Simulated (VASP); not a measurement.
Set up this calculation in VASP 6.6.1, as the native input.

| Property | Result |
| --- | --- |
| Task | single point |
| Functional | r2SCAN |
| Potentials or basis | VASP PAW PBE potentials, release 64 (Sn_d, O) |
| Cutoff | 520 eV |
| k mesh | 8 × 6 × 6 |
| Occupations | gaussian, width 0.05 eV |
| Spin | no spin polarisation |
| Dipole correction | no |
| Further INCAR settings | ALGO = Normal; EDIFF = 1e-06; NBANDS = 28 |

Crystal: SnO.

```
CELL_PARAMETERS angstrom
3.18725 0.00000 0.00000
0.00000 5.67410 0.00000
0.00000 0.00000 4.22197
ATOMIC_POSITIONS crystal
Sn 0.00000 0.23191 0.51314
Sn 0.50000 0.76809 0.01314
O 0.00000 0.89125 0.73686
O 0.50000 0.10875 0.23686
```

This cell differs from its parent crystal: strain -0.0500 x Voigt [1, 0, 0, 0, 0, 0].

The input as run:

POSCAR

```
SnO
1.0
    3.1872547500      0.0000000000      0.0000000000
    0.0000000000      5.6741040000      0.0000000000
    0.0000000000      0.0000000000      4.2219700000
Sn O
2 2
Direct
    0.0000000000      0.2319090000      0.5131440000
    0.5000000000      0.7680910000      0.0131440000
    0.0000000000      0.8912500000      0.7368570000
    0.5000000000      0.1087500000      0.2368570000
```

INCAR.step1

```
SYSTEM = SnO
  ALGO = Normal
  EDIFF = 1E-4
  ENCUT = 520
  GGA = PE
  ISMEAR = 0
  LASPH = .True.
  LCHARG = .False.
  LREAL = .False.
  LWAVE = .True.
  NBANDS = 28
  NELM = 80
  PREC = Accurate
  SIGMA = 0.05
```

INCAR.step2

```
SYSTEM = SnO
  ALGO = Normal
  EDIFF = 1E-6
  ENCUT = 520
  ISIF = 2
  ISMEAR = 0
  ISTART = 1
  LASPH = .True.
  LCHARG = .True.
  LELF = .True.
  LMIXTAU = .True.
  LREAL = .False.
  LVHAR = .True.
  LWAVE = .False.
  METAGGA = R2SCAN
  NBANDS = 28
  NELM = 80
  PREC = Accurate
  SIGMA = 0.05
```

KPOINTS

```
k-points
0
Gamma
  8 6 6
  0 0 0
```

Potentials or basis: VASP PAW PBE potentials, release 64 (Sn_d, O).

The run is started by

```sh
$ cat potpaw_PBE.64/Sn_d/POTCAR potpaw_PBE.64/O/POTCAR > POTCAR
$ cp INCAR.step1 INCAR
$ mpirun -np 1 vasp_std > vasp.out
$ cp INCAR.step2 INCAR
$ mpirun -np 1 vasp_std > vasp.out
```

It gave:

```yaml
Pressure: 2.5 GPa
Largest_force: 0.431 eV/Å
Band_gap_on_the_k_mesh: 1.73 eV (least direct gap 2.20 eV)
```

Caveat: the cell differs from its parent crystal (strain -0.0500 x Voigt [1, 0, 0, 0, 0, 0]); the stress differs along the axes, from 0 to 6 GPa; the PAW data sets were made with another functional, which shifts forces and pressure a little; spin-orbit coupling is left out, which moves the levels of the heavy elements.

It took 2.8 min on 1 thread of Intel(R) Xeon(R) 6975P-C (Granite Rapids) (shared host), peak memory 0.27 GiB.
